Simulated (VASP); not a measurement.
# CuI (Marshite) (F-43m) in VASP: settings compared

CuI (Marshite) is run at these levels: RPBE+D3(BJ), PBE; tasks: single point.

All numbers are computed with VASP 6.6.1; they aren't measurements. Logs are shortened: lines on timing, memory, paths and dates and some standing lists are left out, and cuts for length are marked.

### 1 The cell of the first run

Symmetry: F-43m, No. 216, cubic system. Conventional cell: a = 5.740 Å, b = 5.740 Å, c = 5.740 Å, α = 90.00°, β = 90.00°, γ = 90.00°. I (site symmetry -43m) has 4 Cu at 2.49 Å within 3.3 Å. Within 3.3 Å of Cu (site symmetry -43m) lie 4 I at 2.49 Å.

### 2 Single point, RPBE+D3(BJ)

File INCAR:

```
  ALGO = Normal
  EDIFF = 1E-6
  ENCUT = 520
  GGA = RP
  ISIF = 2
  ISMEAR = -1
  IVDW = 12
  LASPH = T
  LCHARG = F
  LREAL = F
  LWAVE = F
  NBANDS = 16
  NELM = 100
  PREC = Accurate
  SIGMA = 0.05
```

File KPOINTS:

```
k-points
0
Gamma
  8 8 8
```

File POSCAR:

```
CuI
1.0
    0.0000000000      2.8700371160      2.8700371160
    2.8700371160      0.0000000000      2.8700371160
    2.8700371160      2.8700371160      0.0000000000
I Cu
1 1
Direct
    0.0000000000      0.0000000000      0.0000000000
    0.7500000000      0.7500000000      0.7500000000
```

Potentials or basis: VASP PAW PBE potentials, release 64 (I, Cu).

Started as:

```
$ cat potpaw_PBE.64/I/POTCAR potpaw_PBE.64/Cu/POTCAR > POTCAR
$ mpirun -np 1 vasp_std > vasp.out
```

OUTCAR:

```text
EDIFF = 1E-6
   ENCUT = 520
   GGA = RP
   ISIF = 2
   ISMEAR = -1
   IVDW = 12
   LASPH = T
   LREAL = F
   NELM = 100
   PREC = Accurate
 IVDW          = 12

 ion  position               nearest neighbor table
   1  0.000  0.000  0.000-   2 2.49   2 2.49   2 2.49   2 2.49
   2  0.750  0.750  0.750-   1 2.49   1 2.49   1 2.49   1 2.49

  LATTYP: Found a face centered cubic cell.
 ALAT       =     5.7400742320

  Lattice vectors:

 A1 = (   0.0000000000,   2.8700371160,   2.8700371160)
 A2 = (   2.8700371160,   0.0000000000,   2.8700371160)
 A3 = (   2.8700371160,   2.8700371160,   0.0000000000)

Analysis of symmetry for initial positions (statically):
=====================================================================
 Subroutine PRICEL returns:
 Original cell was already a primitive cell.

 Routine SETGRP: Setting up the symmetry group for a
 face centered cubic supercell.

 Subroutine GETGRP returns: Found 24 space group operations
 (whereof 24 operations were pure point group operations)
 out of a pool of 48 trial point group operations.

The static configuration has the point symmetry T_d .

Analysis of symmetry for dynamics (positions and initial velocities):
=====================================================================
 Subroutine PRICEL returns:
 Original cell was already a primitive cell.

 Routine SETGRP: Setting up the symmetry group for a
 face centered cubic supercell.

 Subroutine GETGRP returns: Found 24 space group operations
 (whereof 24 operations were pure point group operations)
 out of a pool of 48 trial point group operations.

The dynamic configuration has the point symmetry T_d .

 Subroutine INISYM returns: Found 24 space group operations
 (whereof 24 operations are pure point group operations),
 and found     1 'primitive' translations

----------------------------------------------------------------------------------------

                                     Primitive cell

  volume of cell :      47.2816

  direct lattice vectors                    reciprocal lattice vectors
     0.000000000  2.870037116  2.870037116    -0.174213775  0.174213775  0.174213775
     2.870037116  0.000000000  2.870037116     0.174213775 -0.174213775  0.174213775
     2.870037116  2.870037116  0.000000000     0.174213775  0.174213775 -0.174213775

  length of vectors
     4.058845414  4.058845414  4.058845414     0.301747109  0.301747109  0.301747109

  position of ions in fractional coordinates (direct lattice)
     0.000000000  0.000000000  0.000000000
     0.750000000  0.750000000  0.750000000

  ion indices of the primitive-cell ions
   primitive index   ion index
                 1           1
                 2           2

----------------------------------------------------------------------------------------

 KPOINTS: k-points

Automatic generation of k-mesh.
 Grid dimensions read from file:
 generate k-points for:    8    8    8

 Generating k-lattice:

  Cartesian coordinates                     Fractional coordinates (reciprocal lattice)
    -0.021776722  0.021776722  0.021776722     0.125000000  0.000000000  0.000000000
     0.021776722 -0.021776722  0.021776722     0.000000000  0.125000000  0.000000000
     0.021776722  0.021776722 -0.021776722     0.000000000  0.000000000  0.125000000

  Length of vectors
     0.037718389  0.037718389  0.037718389

  Shift w.r.t. Gamma in fractional coordinates (k-lattice)
     0.000000000  0.000000000  0.000000000

 Subroutine IBZKPT returns following result:
 ===========================================

 Found     29 irreducible k-points:

 Following reciprocal coordinates:
            Coordinates               Weight
  0.000000  0.000000  0.000000      1.000000
  0.125000  0.000000  0.000000      8.000000
  0.250000  0.000000  0.000000      8.000000
  0.375000  0.000000  0.000000      8.000000
  0.500000  0.000000  0.000000      4.000000
  0.125000  0.125000  0.000000      6.000000
[... 16 lines left out ...]
  0.500000  0.250000  0.125000     48.000000
 -0.375000  0.250000  0.125000     24.000000
 [... further k-points ...]
   k-points           NKPTS =     29   k-points in BZ     NKDIM =     29   number of bands    NBANDS=     16
   number of dos      NEDOS =    301   number of ions     NIONS =      2
   total plane-waves  NPLWV =  27000
   dimension x,y,z NGX =    30 NGY =   30 NGZ =   30
   dimension x,y,z NGXF=    60 NGYF=   60 NGZF=   60
   ions per type =               1   1
   NGX,Y,Z   is equivalent  to a cutoff of  12.29, 12.29, 12.29 a.u.
   NGXF,Y,Z  is equivalent  to a cutoff of  24.58, 24.58, 24.58 a.u.
 SYSTEM =  unknown system
   PREC   = accura    normal or accurate (medium, high low for compatibility)
   ISTART =      0    job   : 0-new  1-cont  2-samecut
   ICHARG =      2    charge: 1-file 2-atom 10-const
   ISPIN  =      1    spin polarized calculation?
   LNONCOLLINEAR =      F non collinear calculations
   LSORBIT =      F    spin-orbit coupling
   LASPH  =      T    aspherical Exc in radial PAW
   ENCUT  =  520.0 eV  38.22 Ry    6.18 a.u.   7.55  7.55  7.55*2*pi/ulx,y,z
   NELM   =    100;   NELMIN=  2; NELMDL= -5     # of ELM steps
   EDIFF  = 0.1E-05   stopping-criterion for ELM
   LREAL  =      F    real-space projection
   EDIFFG = 0.1E-04   stopping-criterion for IOM
   NSW    =      0    number of steps for IOM
   IBRION =     -1    ionic relax: 0-MD 1-quasi-New 2-CG
   NFREE  =      0    steps in history (QN), initial steepest desc. (CG)
   ISIF   =      2    stress and relaxation
   ISYM   =      2    0-nonsym 1-usesym 2-fastsym
   POTIM  = 0.5000    time-step for ionic-motion
   TEBEG  =    0.0;   TEEND  =   0.0 temperature during run
   PSTRESS=    0.0 pullay stress
   NELECT =      18.0000    total number of electrons
   NUPDOWN=      -1.0000    fix difference up-down
   EMIN   =  10.00;   EMAX   =-10.00  energy-range for DOS
   EFERMI =   0.00;   METHOD = LEGACY
   ISMEAR =    -1;   SIGMA  =   0.05  broadening in eV -4-tet -1-fermi 0-gaus
   EFERMI_NEDOS =   21; number of points for ismear=-14 and -15
   IALGO  =     38    algorithm
   IMIX   =      4    mixing-type and parameters
     AMIX     =   0.40;   BMIX     =  1.00
     AMIX_MAG =   1.60;   BMIX_MAG =  1.00
  volume/ion in A,a.u.               =      23.64       159.54
  Fermi-wavevector in a.u.,A,eV,Ry     =   1.186501  2.242162 19.154077  1.407785
  Thomas-Fermi vector in A             =   2.322672
   LORBIT       =      0    0 simple, 1 ext, 2 COOP (PROOUT), +10 PAW based schemes
   GGA     = RP    functional components
   LHFCALC =     F    Hartree Fock is set to
   AEXX    =    0.0000 exact exchange contribution
   IVDW    =    12    specifies the selected vdW correction
   LEPSILON=     F    determine dielectric tensor
   LRPA    =     F    only Hartree local field effects (RPA)
 non-spin polarized calculation
  energy-cutoff  :      520.00
  volume of cell :       47.28
 maximum number of plane-waves:      1287
   NGX = 15   NGY = 15   NGZ = 15

 number of electron      18.0000000 magnetization

 Free energy of the ion-electron system (eV)
  ---------------------------------------------------
  ext. energy  EPLUGINS =         0.00000000
  ---------------------------------------------------
  free energy    TOTEN  =        -4.47210507 eV

  energy without entropy =       -4.47210507  energy(sigma->0) =       -4.47210507

 E-fermi :   7.4323     XC(G=0):  -9.5422

 val. band max:        6.5063617118   @ k =   0.0000   0.0000   0.0000
 cond. band min:       8.2754224254   @ k =   0.0000   0.0000   0.0000
 fundamental gap:      1.7690607137
 Fermi energy:         7.4322875612

 k-point     1 :       0.0000    0.0000    0.0000
  band No.  band energies     occupation
      1      -8.4779      2.00000
      2       2.0252      2.00000
      3       2.0252      2.00000
      4       2.0252      2.00000
      5       3.8945      2.00000
      6       3.8945      2.00000
[... 8 lines left out ...]
     15      16.3451      0.00000
     16      16.3451      0.00000

 k-point     2 :       0.1250    0.0000    0.0000
  band No.  band energies     occupation
      1      -8.3740      2.00000
      2       1.7316      2.00000
      3       2.0383      2.00000
      4       2.0383      2.00000
      5       3.8853      2.00000
      6       3.8853      2.00000
[... 8 lines left out ...]
     15      15.5452      0.00000
     16      15.7901      0.00000

 k-point     3 :       0.2500    0.0000    0.0000
  band No.  band energies     occupation
      1      -8.1024      2.00000
      2       0.9775      2.00000
      3       2.0652      2.00000
      4       2.0652      2.00000
      5       3.8799      2.00000
      6       3.8799      2.00000
[... 8 lines left out ...]
     15      15.3436      0.00000
     16      15.5748      0.00000

 k-point     4 :       0.3750    0.0000    0.0000
  band No.  band energies     occupation
      1      -7.7935      2.00000
      2       0.1797      2.00000
      3       2.0844      2.00000
      4       2.0844      2.00000
      5       3.9062      2.00000
      6       3.9062      2.00000
[... 8 lines left out ...]
     15      16.4260      0.00000
     16      16.4260      0.00000

 k-point     5 :       0.5000    0.0000    0.0000
  band No.  band energies     occupation
      1      -7.6511      2.00000
      2      -0.1611      2.00000
      3       2.0897      2.00000
      4       2.0897      2.00000
      5       3.9300      2.00000
      6       3.9300      2.00000
[... 8 lines left out ...]
     15      17.8384      0.00000
     16      17.8384      0.00000

 k-point     6 :       0.1250    0.1250    0.0000
  band No.  band energies     occupation
      1      -8.3393      2.00000
      2       1.6963      2.00000
      3       2.0190      2.00000
      4       2.0190      2.00000
      5       3.8505      2.00000
      6       3.9105      2.00000
[... 8 lines left out ...]
     15      16.3241      0.00000
     16      16.5057      0.00000

 k-point     7 :       0.2500    0.1250    0.0000
  band No.  band energies     occupation
      1      -8.1225      2.00000
      2       1.1654      2.00000
      3       2.0136      2.00000
      4       2.0266      2.00000
      5       3.8195      2.00000
      6       3.9216      2.00000
[... 8 lines left out ...]
     15      16.3244      0.00000
     16      16.9373      0.00000

 k-point     8 :       0.3750    0.1250    0.0000
  band No.  band energies     occupation
      1      -7.8207      2.00000
      2       0.4480      2.00000
      3       1.9548      2.00000
      4       2.0509      2.00000
      5       3.8380      2.00000
      6       3.9368      2.00000
[... 8 lines left out ...]
     15      16.6304      0.00000
     16      17.0740      0.00000

 k-point     9 :       0.5000    0.1250    0.0000
  band No.  band energies     occupation
      1      -7.6138      2.00000
      2      -0.0117      2.00000
      3       1.8680      2.00000
      4       2.0799      2.00000
      5       3.8749      2.00000
      6       3.9336      2.00000
[... 8 lines left out ...]
     15      17.6658      0.00000
     16      17.8624      0.00000
[... 172 lines left out ...]
 k-point    19 :       0.5000    0.3750    0.0000
  band No.  band energies     occupation
      1      -7.4112      2.00000
      2       0.0411      2.00000
      3       1.7697      2.00000
      4       2.0315      2.00000
      5       3.7776      2.00000
      6       3.9777      2.00000
[... 8 lines left out ...]
     15      18.2405      0.00000
     16      19.6708      0.00000

 k-point    20 :      -0.3750    0.3750    0.0000
  band No.  band energies     occupation
      1      -7.3848      2.00000
      2       0.2629      2.00000
      3       1.2010      2.00000
      4       2.0651      2.00000
      5       3.7161      2.00000
      6       3.9231      2.00000
[... 8 lines left out ...]
     15      16.8336      0.00000
     16      20.9690      0.00000

 k-point    21 :       0.5000    0.5000    0.0000
  band No.  band energies     occupation
      1      -7.3638      2.00000
      2      -0.1275      2.00000
      3       2.0212      2.00000
      4       2.0212      2.00000
      5       3.8360      2.00000
      6       3.9969      2.00000
[... 8 lines left out ...]
     15      18.1445      0.00000
     16      19.1913      0.00000

 k-point    22 :       0.3750    0.2500    0.1250
  band No.  band energies     occupation
      1      -7.8880      2.00000
      2       0.7618      2.00000
      3       1.8265      2.00000
      4       2.0700      2.00000
      5       3.7976      2.00000
      6       3.9416      2.00000
[... 8 lines left out ...]
     15      17.2626      0.00000
     16      18.3705      0.00000

 k-point    23 :       0.5000    0.2500    0.1250
  band No.  band energies     occupation
      1      -7.6275      2.00000
      2       0.3544      2.00000
      3       1.5726      2.00000
      4       2.0714      2.00000
      5       3.8299      2.00000
      6       3.9139      2.00000
[... 8 lines left out ...]
     15      17.6461      0.00000
     16      18.4656      0.00000

 k-point    24 :      -0.3750    0.2500    0.1250
  band No.  band energies     occupation
      1      -7.5101      2.00000
      2       0.1688      2.00000
      3       1.4591      2.00000
      4       2.0639      2.00000
      5       3.8076      2.00000
      6       3.9072      2.00000
[... 8 lines left out ...]
     15      17.6403      0.00000
     16      18.4384      0.00000

 [... further k-points ...]

------------------------ aborting loop because EDIFF is reached ----------------------------------------

 Edisp (eV)   -3.35756

 E8    (eV) :    -2.1030

  FORCE on cell =-STRESS in cart. coord.  units (eV):
  Direction    XX          YY          ZZ          XY          YZ          ZX
  --------------------------------------------------------------------------------------
  -------------------------------------------------------------------------------------
  Total      -0.01204    -0.01204    -0.01204    -0.00000     0.00000    -0.00000
  in kB      -0.40807    -0.40807    -0.40807    -0.00000     0.00000    -0.00000
  external pressure =       -0.41 kB  Pullay stress =        0.00 kB

 VOLUME and BASIS-vectors are now :
 -----------------------------------------------------------------------------
  energy-cutoff  :      520.00
  volume of cell :       47.28
      direct lattice vectors                 reciprocal lattice vectors
     0.000000000  2.870037116  2.870037116    -0.174213775  0.174213775  0.174213775
     2.870037116  0.000000000  2.870037116     0.174213775 -0.174213775  0.174213775
     2.870037116  2.870037116  0.000000000     0.174213775  0.174213775 -0.174213775

 POSITION                                       TOTAL-FORCE (eV/Angst)
 -----------------------------------------------------------------------------------
      0.00000      0.00000      0.00000        -0.000000     -0.000000     -0.000000
      4.30506      4.30506      4.30506         0.000000      0.000000      0.000000
 -----------------------------------------------------------------------------------
    total drift:                               -0.000002     -0.000002     -0.000002

  FREE ENERGIE OF THE ION-ELECTRON SYSTEM (eV)
  ---------------------------------------------------
  free  energy   TOTEN  =        -7.8296609681 eV

  energy  without entropy=       -7.8296609678  energy(sigma->0) =       -7.82966097
```

It took 11 s on 1 thread of Intel Xeon 6975P-C (Granite Rapids), shared host; peak memory 0.18 GiB.

Results:

| Quantity | Value |
| --- | --- |
| Free energy | -7.8297 eV |
| Pressure | 0.0 GPa |
| Band gap on the k mesh | 1.77 eV, direct |
| Dispersion energy per atom | -1.679 eV |

Levels at points of the mesh, in eV from the valence-band top:
```
           k point  band 5  band 6  band 7  band 8  band 9  band 10  band 11  band 12  band 13  band 14
(0.00, 0.00, 0.00)   -2.61   -2.61    0.00    0.00    0.00     1.77     4.68     4.68     4.68     8.54
(0.50, 0.00, 0.00)   -2.58   -2.58   -2.51   -1.00   -1.00     2.37     5.28     5.28     7.68    10.09
(0.50, 0.50, 0.00)   -2.67   -2.51   -2.50   -2.14   -2.14     2.44     2.82    10.57    10.66    10.66
```

Caveat: the PAW data sets were made with another functional, which shifts forces and pressure a little; spin-orbit coupling is left out, which moves the levels of the heavy elements.

### 3 Single point, PBE

This run uses another cell than the first one, of 27.86 Å³/atom, 1.178 times its volume.

File INCAR:

```
SYSTEM = CuI
PREC     = Accurate       ! precision mode
ENCUT    = 520            ! plane-wave cutoff, eV
EDIFF    = 1E-7           ! SCF threshold, eV
ISMEAR   = -1             ! smearing method
SIGMA    = 0.05           ! smearing width, eV
LREAL    = .False.        ! projectors in reciprocal space
LASPH    = .True.         ! aspherical terms in the spheres
NELM     = 60             ! most SCF steps
ALGO     = Normal         ! electronic algorithm
ISIF     = 2              ! what is computed and relaxed
LWAVE    = .False.        ! write WAVECAR
LCHARG   = .False.        ! write CHGCAR
GGA      = PE             ! functional
NBANDS   = 16             ! bands
```

File KPOINTS:

```
regular mesh
0
Gamma
  8 8 8
  0 0 0
```

File POSCAR:

```
CuI
1.0
    0.0000000000      3.0315000000      3.0315000000
    3.0315000000      0.0000000000      3.0315000000
    3.0315000000      3.0315000000      0.0000000000
I Cu
1 1
Direct
    0.0000000000      0.0000000000      0.0000000000
    0.7500000000      0.7500000000      0.7500000000
```

Potentials or basis: VASP PAW PBE potentials, release 64 (I, Cu).

Started as:

```
$ cat potpaw_PBE.64/I/POTCAR potpaw_PBE.64/Cu/POTCAR > POTCAR
$ mpirun -np 1 vasp_std > vasp.out
```

It took 9.9 s on 1 thread of Intel Xeon 6975P-C (Granite Rapids), shared host; peak memory 0.18 GiB.

It converged, with:

```yaml
Free_energy: -5.5620 eV
Pressure: 0.3 GPa
Band_gap_on_the_k_mesh: 1.14 eV, direct
```

Levels at points of the mesh, in eV from the valence-band top:
```csv
k point,band 5,band 6,band 7,band 8,band 9,band 10,band 11,band 12,band 13,band 14
"(0.00, 0.00, 0.00)",-1.85,-1.85,0.00,0.00,0.00,1.14,4.87,4.87,4.87,8.18
"(0.50, 0.00, 0.00)",-1.82,-1.82,-1.78,-0.71,-0.71,2.16,5.41,5.41,7.40,9.12
"(0.50, 0.50, 0.00)",-1.88,-1.79,-1.76,-1.50,-1.50,2.72,2.91,9.19,9.76,9.76
```

Caveat: spin-orbit coupling is left out, which moves the levels of the heavy elements.
